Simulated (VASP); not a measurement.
Wanted: the native input for a VASP 6.6.1 run.

```
Task                   : single point
Functional             : PBE
Potentials or basis    : VASP PAW PBE potentials, release 64 (Hf_pv, Nb_sv, F)
Cutoff                 : 520 eV
k mesh                 : 12 × 12 × 12
Occupations            : gaussian, width 0.1 eV
Spin                   : no spin polarisation
Dipole correction      : no
Further INCAR settings : ALGO = Normal; EDIFF = 1e-06; NBANDS = 28
```

The structure of Hf2NbF lies in POSCAR:

```
Hf2NbF
1.0
   -2.5864235144      2.5864235144      2.9599787522
    2.5864235144     -2.5864235144      2.9599787522
    2.5864235144      2.5864235144     -2.9599787522
Hf Nb F
2 1 1
Direct
    0.5000000000      0.0000000000      0.5000000000
    0.0000000000      0.5000000000      0.5000000000
    0.0000000000      0.0000000000      0.0000000000
    0.5000000000      0.5000000000      0.0000000000
```

The cell was generated, and may not be a known phase.

These files were run (other wordings do the same):

INCAR

```
SYSTEM = Hf2NbF
PREC     = Accurate       ! precision mode
ENCUT    = 520            ! plane-wave cutoff, eV
EDIFF    = 1E-6           ! SCF threshold, eV
ISMEAR   = 0              ! smearing method
SIGMA    = 0.1            ! smearing width, eV
LREAL    = .FALSE.        ! projectors in reciprocal space
LASPH    = .TRUE.         ! aspherical terms in the spheres
NELM     = 100            ! most SCF steps
ALGO     = Normal         ! electronic algorithm
ISIF     = 2              ! what is computed and relaxed
LWAVE    = .FALSE.        ! write WAVECAR
LCHARG   = .FALSE.        ! write CHGCAR
GGA      = PE             ! functional
NBANDS   = 28             ! bands
```

KPOINTS

```
regular mesh
0
G
  12 12 12
  0 0 0
```

Potentials or basis: VASP PAW PBE potentials, release 64 (Hf_pv, Nb_sv, F).

Command:

```bash
$ cat potpaw_PBE.64/Hf_pv/POTCAR potpaw_PBE.64/Nb_sv/POTCAR potpaw_PBE.64/F/POTCAR > POTCAR
$ mpirun -np 1 vasp_std > vasp.out
```

It gave:

* Pressure: -0.7 GPa
* Band gap on the k mesh: zero (bands 20 and 21 overlap by 0.88 eV)

Caveat: spin-orbit coupling is left out, which moves the levels of the heavy elements.

Wall time 5.8 min on 1 thread of Intel(R) Xeon(R) Platinum 8259CL CPU @ 2.50GHz (Skylake/Cascade Lake), with other jobs on the host, peak memory 0.46 GiB.
